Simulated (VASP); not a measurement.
The system is Cu2Sb3.

```
Cu Sb
1.0
     6.53316    0.00000    0.00000
    -3.26658    5.65788    0.00000
     0.00000    0.00000    3.94474
Cu Sb
2 3
Direct
  0.33333 0.66667 0.50000
  0.66667 0.33333 0.50000
  0.50000 0.00000 0.00000
  0.00000 0.50000 0.00000
  0.50000 0.50000 0.00000
```

The cell was generated, and may not be a known phase.

- Program: VASP 6.6.1
- Task: relaxation of cell and atoms
- Functional: PBE
- Potentials or basis: VASP PAW PBE potentials, release 64 (Cu, Sb)
- Cutoff: 600 eV
- k mesh: 3 × 3 × 4
- Occupations: gaussian, width 0.1 eV
- Spin: no spin polarisation

At the start: pressure -0.7 GPa; volume 29.16 Å³/atom.

**Question.** Where does the relaxation end?

**Answer.** Over 4 steps the energy falls by 45.3 meV/atom and the volume is 28.25 Å³/atom (-3.1 %); space group P6/mmm (No. 191, to 0.1 Å) before and after.

Step by step:
| step | energy change (eV) | largest force (eV/Å) | pressure (GPa) | volume (Å³) |
| --- | --- | --- | --- | --- |
| 1 | 0.0000 | 0.0000 | -0.69 | 145.81 |
| 2 | -0.1950 | 0.0000 | -0.44 | 142.99 |
| 3 | -0.2256 | 0.0000 | -0.12 | 141.54 |
| 4 | -0.2266 | 0.0000 | -0.04 | 141.23 |

Final structure:
```xyz
5
Lattice="6.2619 0.0000 0.0000 -3.1309 5.4230 0.0000 0.0000 0.0000 4.1589" Properties=species:S:1:pos:R:3 pbc="T T T"
Cu    0.0000    3.6153    2.0794
Cu    3.1309    1.8077    2.0794
Sb    3.1309    0.0000    0.0000
Sb    4.6964    2.7115    0.0000
Sb    1.5655    2.7115    0.0000
```

Caveat: the k points lie up to 0.39 Å⁻¹ apart in the final cell, too coarse for converged energies and pressures of a metal.
